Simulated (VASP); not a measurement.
# As (Pm-3m) in VASP: a series of runs, part 3 of 3

VASP 6.6.1.

## Step 6: Single point, PBE0

This run uses another cell than the first one, of 19.37 Å³/atom, 0.980 times its volume.

File POSCAR:

```
As
1.0
    2.6855356826      0.0000000000      0.0000000000
    0.0000000000      2.6855356826      0.0000000000
    0.0000000000      0.0000000000      2.6855356826
As
1
Direct
    0.5000000000      0.5000000000      0.5000000000
```

File INCAR.step1:

```
ALGO     = Normal         # electronic algorithm
EDIFF    = 1E-5           # SCF threshold, eV
ENCUT    = 520            # plane-wave cutoff, eV
GGA      = PE             # functional
ISIF     = 2              # what is computed and relaxed
ISMEAR   = -1             # smearing method
LASPH    = T              # aspherical terms in the spheres
LCHARG   = F              # write CHGCAR
LREAL    = F              # projectors in reciprocal space
LWAVE    = T              # write WAVECAR
NBANDS   = 8              # bands
NELM     = 60             # most SCF steps
PREC     = Accurate       # precision mode
SIGMA    = 0.05           # smearing width, eV
```

File INCAR.step2:

```
AEXX     = 0.25           # exact-exchange fraction
ALGO     = Normal         # electronic algorithm
EDIFF    = 1E-7           # SCF threshold, eV
ENCUT    = 520            # plane-wave cutoff, eV
GGA      = PE             # functional
ISIF     = 2              # what is computed and relaxed
ISMEAR   = -1             # smearing method
ISTART   = 1            
LASPH    = T              # aspherical terms in the spheres
LCHARG   = F              # write CHGCAR
LHFCALC  = T              # exact exchange
LREAL    = F              # projectors in reciprocal space
LWAVE    = F              # write WAVECAR
NBANDS   = 8              # bands
NELM     = 60             # most SCF steps
PREC     = Accurate       # precision mode
PRECFOCK = Normal       
SIGMA    = 0.05           # smearing width, eV
```

File KPOINTS:

```
k-points
0
Gamma
  6 6 6
```

Potentials or basis: VASP PAW PBE potentials, release 64 (As).

Run with:

```
$ cat potpaw_PBE.64/As/POTCAR > POTCAR
$ cp INCAR.step1 INCAR
$ mpirun -np 1 vasp_std > vasp.out
$ cp INCAR.step2 INCAR
$ mpirun -np 1 vasp_std > vasp.out
```

OUTCAR:

```text
AEXX = 0.25
   EDIFF = 1E-7
   ENCUT = 520
   GGA = PE
   ISIF = 2
   ISMEAR = -1
   ISTART = 1
   LASPH = T
   LHFCALC = T
   LREAL = F
   NELM = 60
   PREC = Accurate
   PRECFOCK = Normal

 ion  position               nearest neighbor table
   1  0.500  0.500  0.500-

  LATTYP: Found a simple cubic cell.
 ALAT       =     2.6855356826

  Lattice vectors:

 A1 = (   2.6855356826,   0.0000000000,   0.0000000000)
 A2 = (   0.0000000000,   2.6855356826,   0.0000000000)
 A3 = (   0.0000000000,   0.0000000000,   2.6855356826)

Analysis of symmetry for initial positions (statically):
=====================================================================
 Subroutine PRICEL returns:
 Original cell was already a primitive cell.

 Routine SETGRP: Setting up the symmetry group for a
 simple cubic supercell.

 Subroutine GETGRP returns: Found 48 space group operations
[... 9 lines left out ...]

 Routine SETGRP: Setting up the symmetry group for a
 simple cubic supercell.

 Subroutine GETGRP returns: Found 48 space group operations
[... 11 lines left out ...]
                                     Primitive cell
[... 139 lines left out ...]

 E-fermi :   6.5188     XC(G=0):  -8.3274

 val. band max:        6.0534005937   @ k =   0.1667   0.1667   0.0000
 cond. band min:       6.9867820249   @ k =   0.5000   0.3333   0.3333
 fundamental gap:      0.9333814313
 Fermi energy:         6.5187837110

 k-point     1 :       0.0000    0.0000    0.0000
  band No.  band energies     occupation
      1     -11.3481      2.00000
      2      11.2186      0.00000
      3      11.2186      0.00000
      4      11.2186      0.00000
      5      15.4617      0.00000
      6      15.4617      0.00000
      7      17.9329      0.00000
      8      32.8052      0.00000
[... 199 lines left out ...]
 k-point    20 :       0.5000    0.5000    0.5000
  band No.  band energies     occupation
      1       0.6269      2.00000
      2       3.4522      2.00000
      3       3.4522      2.00000
      4       3.4522      2.00000
      5      12.8096      0.00000
      6      12.8096      0.00000
      7      12.8096      0.00000
      8      16.5808      0.00000

------------------------ aborting loop because EDIFF is reached ----------------------------------------

  FORCE on cell =-STRESS in cart. coord.  units (eV):
  Direction    XX          YY          ZZ          XY          YZ          ZX
  --------------------------------------------------------------------------------------
  -------------------------------------------------------------------------------------
  Total       -0.0345930     -0.0345930     -0.0345930     -0.0000000      0.0000000      0.0000000
  in kB       -2.8615832     -2.8615832     -2.8615832     -0.0000000      0.0000000      0.0000000
  external PRESSURE =      -2.8615832 kB  Pullay stress =       0.0000000 kB

 VOLUME and BASIS-vectors are now :
 -----------------------------------------------------------------------------
  energy-cutoff  :      520.00
  volume of cell :       19.37
      direct lattice vectors                 reciprocal lattice vectors
     2.685535683  0.000000000  0.000000000     0.372365188  0.000000000  0.000000000
     0.000000000  2.685535683  0.000000000     0.000000000  0.372365188  0.000000000
     0.000000000  0.000000000  2.685535683     0.000000000  0.000000000  0.372365188

 POSITION                                       TOTAL-FORCE (eV/Angst)
 -----------------------------------------------------------------------------------
      1.34277      1.34277      1.34277         0.000000      0.000000      0.000000
 -----------------------------------------------------------------------------------
    total drift:                               -0.000000     -0.000000     -0.000000

  FREE ENERGIE OF THE ION-ELECTRON SYSTEM (eV)
  ---------------------------------------------------
  free  energy   TOTEN  =        -6.0257155642 eV

  energy  without entropy=       -6.0257049947  energy(sigma->0) =       -6.02571028
```

OSZICAR.step1:

```text
N       E                     dE             d eps       ncg     rms          rms(c)
DAV:   1     0.701750043287E+01    0.70175E+01   -0.20281E+03   320   0.461E+02
DAV:   2    -0.444404280799E+01   -0.11462E+02   -0.11170E+02   392   0.570E+01
DAV:   3    -0.456649971319E+01   -0.12246E+00   -0.12233E+00   416   0.825E+00
DAV:   4    -0.456660780063E+01   -0.10809E-03   -0.10809E-03   432   0.274E-01
DAV:   5    -0.456660785780E+01   -0.57172E-07   -0.57472E-07   400   0.404E-03    0.219E+00
DAV:   6    -0.456871180169E+01   -0.21039E-02   -0.56753E-04   376   0.198E-01    0.131E+00
DAV:   7    -0.457053047932E+01   -0.18187E-02   -0.16657E-03   328   0.326E-01    0.834E-02
DAV:   8    -0.457059158036E+01   -0.61101E-04   -0.59393E-05   408   0.565E-02    0.574E-03
DAV:   9    -0.457059377456E+01   -0.21942E-05   -0.20014E-06   296   0.985E-03
   1 F= -.45705938E+01 E0= -.45690576E+01  d E =-.307234E-02
```

It took 81 s on 1 thread of Intel Xeon 6975P-C (Granite Rapids), shared host; peak memory 0.13 GiB.

What came out:

```
Free energy : -6.0257 eV
Pressure    : -0.3 GPa
```

Caveat: the k points lie up to 0.39 Å⁻¹ apart; the PAW data sets were made with another functional, which shifts forces and pressure a little.

## Step 7: Summary

```csv
task,level,cell,k mesh,cutoff (eV),grid for exact exchange (PRECFOCK),gap on the mesh (eV),pressure (GPa)
relaxation of cell and atoms,PBEsol,"relaxed to 20 GPa from a = 2.704 Å, 1 atom",10 × 10 × 10,600,-,none,20.0
relaxation of cell and atoms,PBEsol,"relaxed to 30 GPa from a = 2.704 Å, 1 atom",10 × 10 × 10,600,-,none,30.0
single point,PBE0,"a = 2.648 Å, 1 atom",6 × 6 × 6,520,Normal,none,4.2
single point,PBE0,"a = 2.667 Å, 1 atom",6 × 6 × 6,520,Normal,none,1.8
single point,PBE0,"a = 2.686 Å, 1 atom",6 × 6 × 6,520,Normal,none,-0.3
```

Alike in all rows: potentials or basis VASP PAW PBE potentials, release 64 (As); no spin polarisation; smearing fermi-dirac 0.05 eV.

Caveats: some runs use coarse meshes; the PAW data sets were made with another functional, which shifts forces and pressure a little; the cell is relaxed towards a set pressure, so the enthalpy falls and the energy may rise (some runs); the volume moved by over 15 % at a fixed basis, so the end points are rough (some runs).

Absolute energies hang on the potentials; compare differences alone.
